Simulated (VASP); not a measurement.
# Mg3GePd (Pm-3m) in VASP: notebook

Mg3GePd is run at these levels: PBE; tasks: single point, relaxation of cell and atoms.

Everything below comes from runs of VASP 6.6.1. Logs are shortened: lines on timing, memory, paths and dates and some standing lists are left out, and cuts for length are marked.

### 1 The cell of the first run

It takes space group Pm-3m (No. 221, cubic). The conventional cell has a = 4.933 Å, b = 4.933 Å, c = 4.933 Å, α = 90.00°, β = 90.00°, γ = 90.00°. Within 3.3 Å of Mg (site symmetry 4/mmm) lie 2 Pd at 2.47 Å. Ge (site symmetry m-3m) has 12 Mg at 3.49 Å and 8 Pd at 4.27 Å within 4.6 Å. Pd (site symmetry m-3m) has 6 Mg at 2.47 Å within 3.3 Å.

### 2 Single point, PBE

Contents of INCAR:

```
SYSTEM = Mg3GePd
PREC = Accurate ; ENCUT = 520
EDIFF = 1E-6 ; ISMEAR = 0
SIGMA = 0.1 ; LREAL = .False.
LASPH = .True. ; NELM = 100
ALGO = Normal ; ISIF = 2
LWAVE = .False. ; LCHARG = .True.
GGA = PE ; LELF = .True.
LVHAR = .True. ; NBANDS = 23
```

Contents of KPOINTS:

```
Automatic mesh
0
Gamma
  8 8 8
  0 0 0
```

Contents of POSCAR:

```
Mg3GePd
1.0
    4.9334708581      0.0000000000      0.0000000000
    0.0000000000      4.9334708581      0.0000000000
    0.0000000000      0.0000000000      4.9334708581
Mg Ge Pd
3 1 1
Direct
    0.0000000000      0.5000000000      0.5000000000
    0.5000000000      0.0000000000      0.5000000000
    0.5000000000      0.5000000000      0.0000000000
    0.0000000000      0.0000000000      0.0000000000
    0.5000000000      0.5000000000      0.5000000000
```

Potentials or basis: VASP PAW PBE potentials, release 64 (Mg, Ge_d, Pd).

Started as:

```sh
$ cat potpaw_PBE.64/Mg/POTCAR potpaw_PBE.64/Ge_d/POTCAR potpaw_PBE.64/Pd/POTCAR > POTCAR
$ mpirun -np 1 vasp_std > vasp.out
```

OUTCAR:

```text
SYSTEM = Mg3GePd
   PREC = Accurate
   ENCUT = 520
   EDIFF = 1E-6
   ISMEAR = 0
   LREAL = .False.
   LASPH = .True.
   NELM = 100
   ISIF = 2
   GGA = PE

 ion  position               nearest neighbor table
   1  0.000  0.500  0.500-   5 2.47   5 2.47   2 3.49   3 3.49   2 3.49   2 3.49   3 3.49   3 3.49
                             3 3.49   2 3.49
   2  0.500  0.000  0.500-   5 2.47   5 2.47   1 3.49   3 3.49   1 3.49   3 3.49   3 3.49   3 3.49
                             1 3.49   1 3.49
   3  0.500  0.500  0.000-   5 2.47   5 2.47   1 3.49   1 3.49   2 3.49   2 3.49   2 3.49   2 3.49
                             1 3.49   1 3.49
   4  0.000  0.000  0.000-
   5  0.500  0.500  0.500-   1 2.47   2 2.47   3 2.47   3 2.47   2 2.47   1 2.47

  LATTYP: Found a simple cubic cell.
 ALAT       =     4.9334708581

  Lattice vectors:

 A1 = (   4.9334708581,   0.0000000000,   0.0000000000)
 A2 = (   0.0000000000,   4.9334708581,   0.0000000000)
 A3 = (   0.0000000000,   0.0000000000,   4.9334708581)

Analysis of symmetry for initial positions (statically):
=====================================================================
 Subroutine PRICEL returns:
 Original cell was already a primitive cell.

 Routine SETGRP: Setting up the symmetry group for a
 simple cubic supercell.

 Subroutine GETGRP returns: Found 48 space group operations
 (whereof 48 operations were pure point group operations)
 out of a pool of 48 trial point group operations.

The static configuration has the point symmetry O_h .

Analysis of symmetry for dynamics (positions and initial velocities):
=====================================================================
 Subroutine PRICEL returns:
 Original cell was already a primitive cell.

 Routine SETGRP: Setting up the symmetry group for a
 simple cubic supercell.

 Subroutine GETGRP returns: Found 48 space group operations
 (whereof 48 operations were pure point group operations)
 out of a pool of 48 trial point group operations.

The dynamic configuration has the point symmetry O_h .

 Subroutine INISYM returns: Found 48 space group operations
 (whereof 48 operations are pure point group operations),
 and found     1 'primitive' translations

----------------------------------------------------------------------------------------

                                     Primitive cell
[... 96 lines left out ...]
   NELM   =    100;   NELMIN=  2; NELMDL= -5     # of ELM steps
   EDIFF  = 0.1E-05   stopping-criterion for ELM
   LREAL  =      F    real-space projection
   EDIFFG = 0.1E-04   stopping-criterion for IOM
   NSW    =      0    number of steps for IOM
   IBRION =     -1    ionic relax: 0-MD 1-quasi-New 2-CG
   NFREE  =      0    steps in history (QN), initial steepest desc. (CG)
   ISIF   =      2    stress and relaxation
   ISYM   =      2    0-nonsym 1-usesym 2-fastsym
   POTIM  = 0.5000    time-step for ionic-motion
   TEBEG  =    0.0;   TEEND  =   0.0 temperature during run
   PSTRESS=    0.0 pullay stress
   NELECT =      30.0000    total number of electrons
   NUPDOWN=      -1.0000    fix difference up-down
   EMIN   =  10.00;   EMAX   =-10.00  energy-range for DOS
   EFERMI =   0.00;   METHOD = LEGACY
   ISMEAR =     0;   SIGMA  =   0.10  broadening in eV -4-tet -1-fermi 0-gaus
   EFERMI_NEDOS =   21; number of points for ismear=-14 and -15
   IALGO  =     38    algorithm
   IMIX   =      4    mixing-type and parameters
     AMIX     =   0.40;   BMIX     =  1.00
     AMIX_MAG =   1.60;   BMIX_MAG =  1.00
  volume/ion in A,a.u.               =      24.02       162.06
  Fermi-wavevector in a.u.,A,eV,Ry     =   1.031089  1.948475 14.464950  1.063144
  Thomas-Fermi vector in A             =   2.165219
   LORBIT       =      0    0 simple, 1 ext, 2 COOP (PROOUT), +10 PAW based schemes
   GGA     = PE    functional components
   LHFCALC =     F    Hartree Fock is set to
   AEXX    =    0.0000 exact exchange contribution
   IVDW    =     0    specifies the selected vdW correction
   LEPSILON=     F    determine dielectric tensor
   LRPA    =     F    only Hartree local field effects (RPA)
 non-spin polarized calculation
 Gauss-broadening in eV      SIGMA  =   0.10
  energy-cutoff  :      520.00
  volume of cell :      120.08
 maximum number of plane-waves:      3256
 NGX is ok and might be reduce to    40
   NGX = 19   NGY = 19   NGZ = 19

 number of electron      30.0000005 magnetization

 Free energy of the ion-electron system (eV)
  ---------------------------------------------------
  ext. energy  EPLUGINS =         0.00000000
  ---------------------------------------------------
  free energy    TOTEN  =       -14.20448244 eV

  energy without entropy =      -14.19662406  energy(sigma->0) =      -14.20055325

 E-fermi :   3.0035     XC(G=0):  -8.9492

 val. band max:        2.9121637297   @ k =   0.5000   0.5000   0.1250
 cond. band min:       3.0173854898   @ k =   0.5000   0.3750   0.3750
 fundamental gap:      0.1052217601
 Fermi energy:         3.0035378318

 k-point     1 :       0.0000    0.0000    0.0000
  band No.  band energies     occupation
      1     -21.5454      2.00000
      2     -21.5454      2.00000
      3     -21.5449      2.00000
      4     -21.5449      2.00000
      5     -21.5449      2.00000
      6      -5.2930      2.00000
[... 613 lines left out ...]
     22       8.7071      0.00000
     23       8.9975      0.00000

 [... further k-points ...]

------------------------ aborting loop because EDIFF is reached ----------------------------------------

  FORCE on cell =-STRESS in cart. coord.  units (eV):
  Direction    XX          YY          ZZ          XY          YZ          ZX
  --------------------------------------------------------------------------------------
  -------------------------------------------------------------------------------------
  Total       -0.0310170     -0.0310170     -0.0310170      0.0000000      0.0000000     -0.0000000
  in kB       -0.4138588     -0.4138588     -0.4138588      0.0000000      0.0000000     -0.0000000
  external PRESSURE =      -0.4138588 kB  Pullay stress =       0.0000000 kB

 VOLUME and BASIS-vectors are now :
 -----------------------------------------------------------------------------
  energy-cutoff  :      520.00
  volume of cell :      120.08
      direct lattice vectors                 reciprocal lattice vectors
     4.933470858  0.000000000  0.000000000     0.202697052  0.000000000  0.000000000
     0.000000000  4.933470858  0.000000000     0.000000000  0.202697052  0.000000000
     0.000000000  0.000000000  4.933470858     0.000000000  0.000000000  0.202697052

 POSITION                                       TOTAL-FORCE (eV/Angst)
 -----------------------------------------------------------------------------------
      0.00000      2.46674      2.46674         0.000000      0.000000      0.000000
      2.46674      0.00000      2.46674         0.000000      0.000000      0.000000
      2.46674      2.46674      0.00000         0.000000      0.000000      0.000000
      0.00000      0.00000      0.00000         0.000000      0.000000      0.000000
      2.46674      2.46674      2.46674         0.000000      0.000000      0.000000
 -----------------------------------------------------------------------------------
    total drift:                               -0.000000      0.000000     -0.000000

  FREE ENERGIE OF THE ION-ELECTRON SYSTEM (eV)
  ---------------------------------------------------
  free  energy   TOTEN  =       -14.2044824428 eV

  energy  without entropy=      -14.1966240567  energy(sigma->0) =      -14.20055325
```

OSZICAR:

```text
N       E                     dE             d eps       ncg     rms          rms(c)
DAV:   1     0.176722077125E+03    0.17672E+03   -0.13206E+04  1927   0.177E+03
DAV:   2     0.629407254202E+01   -0.17043E+03   -0.16151E+03  1645   0.495E+02
DAV:   3    -0.138647721176E+02   -0.20159E+02   -0.19972E+02  1960   0.998E+01
DAV:   4    -0.145547174675E+02   -0.68995E+00   -0.68968E+00  1834   0.184E+01
DAV:   5    -0.145747420758E+02   -0.20025E-01   -0.20024E-01  2268   0.337E+00    0.346E+00
DAV:   6    -0.142969403584E+02    0.27780E+00   -0.51511E-01  1785   0.424E+00    0.261E+00
DAV:   7    -0.142339059592E+02    0.63034E-01   -0.17386E-01  1750   0.306E+00    0.978E-01
DAV:   8    -0.142051338849E+02    0.28772E-01   -0.45368E-02  1813   0.100E+00    0.231E-01
DAV:   9    -0.142044935403E+02    0.64034E-03   -0.42707E-03  1927   0.451E-01    0.145E-01
DAV:  10    -0.142044860631E+02    0.74771E-05   -0.31963E-04  1957   0.143E-01    0.299E-02
DAV:  11    -0.142044822981E+02    0.37650E-05   -0.49724E-05  1904   0.552E-02    0.845E-03
DAV:  12    -0.142044824428E+02   -0.14469E-06   -0.49646E-06  2207   0.187E-02
   1 F= -.14204482E+02 E0= -.14200553E+02  d E =-.785839E-02
```

It took 2.3 min on 1 thread of AMD EPYC 7R13, shared host; peak memory 0.31 GiB.

Results:

```
Free energy            : -14.2045 eV
Pressure               : 0.0 GPa
Band gap on the k mesh : zero (bands 15 and 16 overlap by 1.42 eV)
```

Levels at points of the mesh, in eV from the Fermi level:
```
           k point  band 12  band 13  band 14  band 15  band 16  band 17  band 18  band 19
(0.00, 0.00, 0.00)    -3.13    -1.11    -1.11    -1.11     1.88     1.88     3.10     3.10
(0.50, 0.00, 0.00)    -3.12    -1.35     0.16     0.16     0.42     0.97     0.97     2.43
(0.50, 0.50, 0.00)    -3.22    -3.20    -3.19     0.31     1.98     2.20     2.20     2.27
(0.50, 0.50, 0.50)    -2.63    -1.46    -1.46    -1.46    -1.10    -1.10    -1.10     6.62
```

(Part 1 of 2 ends here.)

The gap in the log of VASP goes by the Fermi energy; the results here count the filled bands.